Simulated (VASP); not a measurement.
# ZnS (F-43m) in VASP: settings compared, part 2 of 2

VASP 6.6.1. Earlier steps stand in the parts before.

**5. Single point, LDA (volume scaled by 1.06)**

File INCAR:

```
SYSTEM = ZnS
PREC = Accurate
ENCUT = 520
EDIFF = 1E-6
ISMEAR = -1
SIGMA = 0.05
LREAL = .FALSE.
LASPH = .TRUE.
NELM = 100
ALGO = Normal
ISIF = 2
LWAVE = .FALSE.
LCHARG = .FALSE.
NBANDS = 16
```

File KPOINTS:

```
regular mesh
0
G
  9 9 9
  0 0 0
```

File POSCAR:

```
ZnS
1.0
    0.0000000000      2.7549938462      2.7549938462
    2.7549938462      0.0000000000      2.7549938462
    2.7549938462      2.7549938462      0.0000000000
Zn S
1 1
Direct
    0.7500000000      0.7500000000      0.7500000000
    0.0000000000      0.0000000000      0.0000000000
```

Potentials or basis: VASP PAW LDA potentials, release 64 (Zn, S).

Command:

```bash
> cat potpaw_LDA.64/Zn/POTCAR potpaw_LDA.64/S/POTCAR > POTCAR
> mpirun -np 1 vasp_std > vasp.out
```

OUTCAR:

```text
SYSTEM = ZnS
   PREC = Accurate
   ENCUT = 520
   EDIFF = 1E-6
   ISMEAR = -1
   LREAL = .FALSE.
   LASPH = .TRUE.
   NELM = 100
   ISIF = 2

 ion  position               nearest neighbor table
   1  0.750  0.750  0.750-   2 2.39   2 2.39   2 2.39   2 2.39
   2  0.000  0.000  0.000-   1 2.39   1 2.39   1 2.39   1 2.39

  LATTYP: Found a face centered cubic cell.
 ALAT       =     5.5099876924

  Lattice vectors:

 A1 = (   0.0000000000,   2.7549938462,   2.7549938462)
 A2 = (   2.7549938462,   0.0000000000,   2.7549938462)
 A3 = (   2.7549938462,   2.7549938462,   0.0000000000)

Analysis of symmetry for initial positions (statically):
=====================================================================
 Subroutine PRICEL returns:
 Original cell was already a primitive cell.

 Routine SETGRP: Setting up the symmetry group for a
 face centered cubic supercell.

 Subroutine GETGRP returns: Found 24 space group operations
 (whereof 24 operations were pure point group operations)
 out of a pool of 48 trial point group operations.

The static configuration has the point symmetry T_d .

Analysis of symmetry for dynamics (positions and initial velocities):
=====================================================================
 Subroutine PRICEL returns:
 Original cell was already a primitive cell.

 Routine SETGRP: Setting up the symmetry group for a
 face centered cubic supercell.

 Subroutine GETGRP returns: Found 24 space group operations
 (whereof 24 operations were pure point group operations)
 out of a pool of 48 trial point group operations.

The dynamic configuration has the point symmetry T_d .

 Subroutine INISYM returns: Found 24 space group operations
 (whereof 24 operations are pure point group operations),
 and found     1 'primitive' translations

----------------------------------------------------------------------------------------

                                     Primitive cell

  volume of cell :      41.8208

  direct lattice vectors                    reciprocal lattice vectors
     0.000000000  2.754993846  2.754993846    -0.181488609  0.181488609  0.181488609
     2.754993846  0.000000000  2.754993846     0.181488609 -0.181488609  0.181488609
     2.754993846  2.754993846  0.000000000     0.181488609  0.181488609 -0.181488609

  length of vectors
     3.896149662  3.896149662  3.896149662     0.314347491  0.314347491  0.314347491

  position of ions in fractional coordinates (direct lattice)
     0.750000000  0.750000000  0.750000000
     0.000000000  0.000000000  0.000000000

  ion indices of the primitive-cell ions
   primitive index   ion index
                 1           1
                 2           2

----------------------------------------------------------------------------------------

 KPOINTS: regular mesh

Automatic generation of k-mesh.
 Grid dimensions read from file:
 generate k-points for:    9    9    9

 Generating k-lattice:

  Cartesian coordinates                     Fractional coordinates (reciprocal lattice)
    -0.020165401  0.020165401  0.020165401     0.111111111  0.000000000  0.000000000
     0.020165401 -0.020165401  0.020165401     0.000000000  0.111111111  0.000000000
     0.020165401  0.020165401 -0.020165401     0.000000000  0.000000000  0.111111111

  Length of vectors
     0.034927499  0.034927499  0.034927499

  Shift w.r.t. Gamma in fractional coordinates (k-lattice)
     0.000000000  0.000000000  0.000000000

 Subroutine IBZKPT returns following result:
 ===========================================

 Found     35 irreducible k-points:

 Following reciprocal coordinates:
            Coordinates               Weight
  0.000000  0.000000  0.000000      1.000000
  0.111111  0.000000  0.000000      8.000000
  0.222222  0.000000  0.000000      8.000000
  0.333333  0.000000  0.000000      8.000000
  0.444444  0.000000  0.000000      8.000000
  0.111111  0.111111  0.000000      6.000000
[... 16 lines left out ...]
 -0.333333  0.333333  0.000000     12.000000
  0.444444  0.444444  0.000000      6.000000
 [... further k-points ...]
   k-points           NKPTS =     35   k-points in BZ     NKDIM =     35   number of bands    NBANDS=     16
   number of dos      NEDOS =    301   number of ions     NIONS =      2
   total plane-waves  NPLWV =  27000
   dimension x,y,z NGX =    30 NGY =   30 NGZ =   30
   dimension x,y,z NGXF=    60 NGYF=   60 NGZF=   60
   ions per type =               1   1
   NGX,Y,Z   is equivalent  to a cutoff of  12.80, 12.80, 12.80 a.u.
   NGXF,Y,Z  is equivalent  to a cutoff of  25.60, 25.60, 25.60 a.u.
 SYSTEM =  ZnS
   PREC   = accura    normal or accurate (medium, high low for compatibility)
   ISTART =      0    job   : 0-new  1-cont  2-samecut
   ICHARG =      2    charge: 1-file 2-atom 10-const
   ISPIN  =      1    spin polarized calculation?
   LNONCOLLINEAR =      F non collinear calculations
   LSORBIT =      F    spin-orbit coupling
   LASPH  =      T    aspherical Exc in radial PAW
   ENCUT  =  520.0 eV  38.22 Ry    6.18 a.u.   7.24  7.24  7.24*2*pi/ulx,y,z
   NELM   =    100;   NELMIN=  2; NELMDL= -5     # of ELM steps
   EDIFF  = 0.1E-05   stopping-criterion for ELM
   LREAL  =      F    real-space projection
   EDIFFG = 0.1E-04   stopping-criterion for IOM
   NSW    =      0    number of steps for IOM
   IBRION =     -1    ionic relax: 0-MD 1-quasi-New 2-CG
   NFREE  =      0    steps in history (QN), initial steepest desc. (CG)
   ISIF   =      2    stress and relaxation
   ISYM   =      2    0-nonsym 1-usesym 2-fastsym
   POTIM  = 0.5000    time-step for ionic-motion
   TEBEG  =    0.0;   TEEND  =   0.0 temperature during run
   PSTRESS=    0.0 pullay stress
   NELECT =      18.0000    total number of electrons
   NUPDOWN=      -1.0000    fix difference up-down
   EMIN   =  10.00;   EMAX   =-10.00  energy-range for DOS
   EFERMI =   0.00;   METHOD = LEGACY
   ISMEAR =    -1;   SIGMA  =   0.05  broadening in eV -4-tet -1-fermi 0-gaus
   EFERMI_NEDOS =   21; number of points for ismear=-14 and -15
   IALGO  =     38    algorithm
   IMIX   =      4    mixing-type and parameters
     AMIX     =   0.40;   BMIX     =  1.00
     AMIX_MAG =   1.60;   BMIX_MAG =  1.00
  volume/ion in A,a.u.               =      20.91       141.11
  Fermi-wavevector in a.u.,A,eV,Ry     =   1.236047  2.335790 20.787151  1.527813
  Thomas-Fermi vector in A             =   2.370672
   LORBIT       =      0    0 simple, 1 ext, 2 COOP (PROOUT), +10 PAW based schemes
   GGA     = CA    functional components
   LHFCALC =     F    Hartree Fock is set to
   AEXX    =    0.0000 exact exchange contribution
   IVDW    =     0    specifies the selected vdW correction
   LEPSILON=     F    determine dielectric tensor
   LRPA    =     F    only Hartree local field effects (RPA)
 non-spin polarized calculation
  energy-cutoff  :      520.00
  volume of cell :       41.82
 maximum number of plane-waves:      1147
 NGX is ok and might be reduce to    30
   NGX = 15   NGY = 15   NGZ = 15

 number of electron      17.9999993 magnetization

 Free energy of the ion-electron system (eV)
  ---------------------------------------------------
  ext. energy  EPLUGINS =         0.00000000
  ---------------------------------------------------
  free energy    TOTEN  =        -8.08699057 eV

  energy without entropy =       -8.08699057  energy(sigma->0) =       -8.08699057

 E-fermi :   2.2574     XC(G=0):  -9.7758

 val. band max:        1.3942930200   @ k =   0.0000   0.0000   0.0000
 cond. band min:       3.0297650336   @ k =   0.0000   0.0000   0.0000
 fundamental gap:      1.6354720136
 Fermi energy:         2.2574312096

 k-point     1 :       0.0000    0.0000    0.0000
  band No.  band energies     occupation
      1     -11.3255      2.00000
      2      -4.8887      2.00000
      3      -4.8887      2.00000
      4      -4.8887      2.00000
      5      -4.4716      2.00000
      6      -4.4716      2.00000
[... 8 lines left out ...]
     15      13.0685      0.00000
     16      13.0685      0.00000

 k-point     2 :       0.1111    0.0000    0.0000
  band No.  band energies     occupation
      1     -11.2398      2.00000
      2      -4.8847      2.00000
      3      -4.8742      2.00000
      4      -4.8742      2.00000
      5      -4.4729      2.00000
      6      -4.4729      2.00000
[... 8 lines left out ...]
     15      12.5336      0.00000
     16      13.2827      0.00000
[... 387 lines left out ...]
      5      -4.4588      2.00000
      6      -4.2017      2.00000
[... 8 lines left out ...]
     15      12.9099      0.00000
     16      17.2595      0.00000

 k-point    24 :       0.4444    0.4444    0.0000
  band No.  band energies     occupation
      1     -10.2351      2.00000
      2      -4.8687      2.00000
      3      -4.6095      2.00000
      4      -4.6095      2.00000
      5      -4.4099      2.00000
      6      -4.3198      2.00000
[... 8 lines left out ...]
     15      14.9602      0.00000
     16      16.0951      0.00000

 [... further k-points ...]
[... 5 lines left out ...]
  --------------------------------------------------------------------------------------
  -------------------------------------------------------------------------------------
  Total       -2.0220081     -2.0220081     -2.0220081     -0.0000000      0.0000000      0.0000000
  in kB      -77.4642956    -77.4642956    -77.4642956     -0.0000000      0.0000000      0.0000000
  external PRESSURE =     -77.4642956 kB  Pullay stress =       0.0000000 kB

 VOLUME and BASIS-vectors are now :
 -----------------------------------------------------------------------------
  energy-cutoff  :      520.00
  volume of cell :       41.82
      direct lattice vectors                 reciprocal lattice vectors
     0.000000000  2.754993846  2.754993846    -0.181488609  0.181488609  0.181488609
     2.754993846  0.000000000  2.754993846     0.181488609 -0.181488609  0.181488609
     2.754993846  2.754993846  0.000000000     0.181488609  0.181488609 -0.181488609

 POSITION                                       TOTAL-FORCE (eV/Angst)
 -----------------------------------------------------------------------------------
      4.13249      4.13249      4.13249         0.000000      0.000000      0.000000
      0.00000      0.00000      0.00000        -0.000000     -0.000000     -0.000000
 -----------------------------------------------------------------------------------
    total drift:                               -0.000000     -0.000000     -0.000000

  FREE ENERGIE OF THE ION-ELECTRON SYSTEM (eV)
  ---------------------------------------------------
  free  energy   TOTEN  =        -8.0869905681 eV

  energy  without entropy=       -8.0869905672  energy(sigma->0) =       -8.08699057
```

OSZICAR:

```text
N       E                     dE             d eps       ncg     rms          rms(c)
DAV:   1     0.808769641673E+02    0.80877E+02   -0.84822E+03  1120   0.131E+03
DAV:   2    -0.326795847289E+01   -0.84145E+02   -0.78386E+02  1280   0.254E+02
DAV:   3    -0.845706792691E+01   -0.51891E+01   -0.51671E+01  1384   0.599E+01
DAV:   4    -0.850933723749E+01   -0.52269E-01   -0.52256E-01  1376   0.640E+00
DAV:   5    -0.850990604429E+01   -0.56881E-03   -0.56880E-03  1400   0.621E-01    0.612E+00
DAV:   6    -0.811869281886E+01    0.39121E+00   -0.73152E-01  1688   0.294E+01    0.482E+00
DAV:   7    -0.809356327944E+01    0.25130E-01   -0.19649E-01  1368   0.430E+00    0.236E+00
DAV:   8    -0.808742885101E+01    0.61344E-02   -0.42864E-03  1664   0.823E-01    0.497E-01
DAV:   9    -0.808697654520E+01    0.45231E-03   -0.87394E-04  1320   0.243E-01    0.945E-02
DAV:  10    -0.808699056482E+01   -0.14020E-04   -0.55490E-05  1360   0.671E-02    0.173E-02
DAV:  11    -0.808699056811E+01   -0.32871E-08   -0.65039E-06  1336   0.276E-02
   1 F= -.80869906E+01 E0= -.80869906E+01  d E =-.911163E-09
```

It took 11 s on 1 thread of Intel Xeon 6975P-C (Granite Rapids), shared host; peak memory 0.15 GiB.

What came out:

```
Free energy            : -8.0870 eV
Pressure               : -7.7 GPa
Band gap on the k mesh : 1.64 eV, direct
```

Caveat: the cell differs from its parent crystal (volume scaled by 1.06).

**6. Single point, revPBE**

This run uses another cell than the first one, of 20.71 Å³/atom, 1.029 times its volume.

File INCAR:

```
SYSTEM = ZnS
ALGO = Normal ; EDIFF = 1E-7
ENCUT = 520 ; GGA = RE
ISIF = 2 ; ISMEAR = -1
LASPH = .TRUE. ; LCHARG = .FALSE.
LREAL = .FALSE. ; LWAVE = .FALSE.
NBANDS = 16 ; NELM = 80
PREC = Accurate ; SIGMA = 0.05
```

File KPOINTS:

```
k-points
0
G
  9 9 9
  0 0 0
```

File POSCAR:

```
ZnS
1.0
    0.0000000000      2.7463682027      2.7463682027
    2.7463682027      0.0000000000      2.7463682027
    2.7463682027      2.7463682027      0.0000000000
Zn S
1 1
Direct
    0.7500000000      0.7500000000      0.7500000000
    0.0000000000      0.0000000000      0.0000000000
```

Potentials or basis: VASP PAW PBE potentials, release 64 (Zn, S).

Command:

```bash
> cat potpaw_PBE.64/Zn/POTCAR potpaw_PBE.64/S/POTCAR > POTCAR
> mpirun -np 1 vasp_std > vasp.out
```

Wall time 14 s (1 thread of Intel Xeon 6975P-C (Granite Rapids), shared host); peak memory 0.16 GiB.

The run converged. Its results:

```yaml
Free_energy: -6.2855 eV
Pressure: 0.1 GPa
Band_gap_on_the_k_mesh: 2.03 eV, direct
```

Levels at points of the mesh, in eV from the valence-band top:
```csv
k point,band 6,band 7,band 8,band 9,band 10,band 11,band 12,band 13
"(0.00, 0.00, 0.00)",-5.68,0.00,0.00,0.00,2.03,6.47,6.47,6.47
```

Caveat: the PAW data sets were made with another functional, which shifts forces and pressure a little.

**7. Summary**

```tsv
level	potentials or basis	cell	gap on the mesh (eV)	pressure (GPa)
LDA	VASP PAW LDA potentials, release 64 (Zn, S)	a = 3.847 Å, angles 60.0°, 2 atoms	1.80	-5.6
LDA	VASP PAW LDA potentials, release 64 (Zn, S)	a = 3.871 Å, angles 60.0°, 2 atoms	1.72	-6.7
PBE	VASP PAW PBE potentials, release 64 (Zn, S)	a = 3.849 Å, angles 60.0°, 2 atoms	2.02	0.2
LDA	VASP PAW LDA potentials, release 64 (Zn, S)	a = 3.896 Å, angles 60.0°, 2 atoms	1.64	-7.7
revPBE	VASP PAW PBE potentials, release 64 (Zn, S)	a = 3.884 Å, angles 60.0°, 2 atoms	2.03	0.1
```

Alike in all rows: task single point; no spin polarisation; k mesh 9 × 9 × 9; cutoff (eV) 520; smearing fermi-dirac 0.05 eV.

Caveats: the PAW data sets were made with another functional, which shifts forces and pressure a little (some runs).

Absolute energies hang on the potentials; compare differences alone.

**8. How close it comes**

Step 4. Measured gap of ZnS: 3.85 eV (direct; 19 K; quoted in “Electronic, vibrational, and thermodynamic properties of ZnS (zincblende and rocksalt structure)”, 2009, arxiv:0911.5022). This calculation gives 2.02 eV (-1.83 eV). The value is that of PBE, without temperature or zero-point motion. Semilocal functionals fall short of measured gaps as a rule.

Step 6. Against the measured gap of ZnS, 3.85 eV (direct; 19 K; quoted in “Electronic, vibrational, and thermodynamic properties of ZnS (zincblende and rocksalt structure)”, 2009, arxiv:0911.5022), the calculated 2.03 eV is off by -1.82 eV. The value is that of revPBE, without temperature or zero-point motion. Semilocal functionals fall short of measured gaps as a rule.
